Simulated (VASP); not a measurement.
A run of VASP 6.6.1:

Contents of POSCAR:

```
Ta2H
1.0
    3.2340644876      0.0000000000      0.0000000000
    0.0000000000      3.2340644876      0.0000000000
    0.0000000000      0.0000000000      3.5771048070
Ta H
2 1
Direct
    0.5000000000      0.0000000000      0.6874499759
    0.0000000000      0.5000000000      0.3125500241
    0.0000000000      0.0000000000      0.0000000000
```

Contents of INCAR.step1:

```
SYSTEM = Ta2H
PREC = Accurate ; ENCUT = 520
ISMEAR = 0 ; SIGMA = 0.1
LREAL = .FALSE. ; LASPH = .TRUE.
NELM = 100 ; NBANDS = 18
GGA = PE ; ALGO = Normal
EDIFF = 1E-4 ; LWAVE = .TRUE.
LCHARG = .FALSE.
```

The input INCAR.step2:

```
SYSTEM = Ta2H
PREC = Accurate ; ENCUT = 520
EDIFF = 1E-6 ; ISMEAR = 0
SIGMA = 0.1 ; LREAL = .FALSE.
LASPH = .TRUE. ; NELM = 100
ALGO = Normal ; ISIF = 2
LWAVE = .FALSE. ; LCHARG = .FALSE.
METAGGA = R2SCAN ; LMIXTAU = .TRUE.
NBANDS = 18 ; ISTART = 1
```

File KPOINTS:

```
Automatic mesh
0
G
  12 12 12
  0 0 0
```

Potentials or basis: VASP PAW PBE potentials, release 64 (Ta_pv, H).

Command:

```sh
$ cat potpaw_PBE.64/Ta_pv/POTCAR potpaw_PBE.64/H/POTCAR > POTCAR
$ cp INCAR.step1 INCAR
$ mpirun -np 1 vasp_std > vasp.out
$ cp INCAR.step2 INCAR
$ mpirun -np 1 vasp_std > vasp.out
```

Hardware: 1 thread of AMD EPYC 9R45 96-Core Processor (Zen 5), with other jobs on the host.

Q: Estimate the wall time of this run.

A: Wall time 3.5 min on 1 thread of AMD EPYC 9R45 96-Core Processor (Zen 5) (shared host), peak memory 0.21 GiB. Counts: k points 196.
